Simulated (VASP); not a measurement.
A run of VASP 6.6.1 is set up as follows.

File INCAR:

```
SYSTEM = C
PREC = Accurate
ENCUT = 600
EDIFF = 1E-6
ISMEAR = 0
SIGMA = 0.15
LREAL = .False.
LASPH = .True.
NELM = 120
ALGO = Normal
ISIF = 2
LWAVE = .False.
LCHARG = .False.
GGA = PS
NBANDS = 16
GGA_COMPAT = .False.
```

Contents of KPOINTS:

```
regular mesh
0
Gamma
  18 18 6
  0 0 0
```

File POSCAR:

```
C
1.0
    1.2294745828     -2.1290849001      0.0000000000
    1.2294745828      2.1290849001      0.0000000000
    0.0000000000      0.0000000000      7.3778161753
C
4
Direct
    0.1433474415      0.8566525585      0.7498448451
    0.5232958645      0.4767041355      0.2501554025
    0.8566525585      0.1433474415      0.2501551549
    0.4767041355      0.5232958645      0.7498445975
```

Potentials or basis: VASP PAW PBE potentials, release 64 (C).

The run is started by

```console
$ cat potpaw_PBE.64/C/POTCAR > POTCAR
$ mpirun -np 1 vasp_std > vasp.out
```

Problem. What does it give for the largest force?

Solution. 0.004 eV/Å.

Problem. What does it give for the pressure?

Solution. 0.3 GPa.

Forces in eV/Å, atoms in the order of the input:
```
C    0.000 -0.004  0.000
C    0.000 -0.001  0.000
C    0.000  0.004  0.000
C    0.000  0.001  0.000
```

Caveat: this functional lacks dispersion, which binds the layers, so the pressure and a relaxed spacing across them are unreliable; the PAW data sets were made with another functional, which shifts forces and pressure a little.
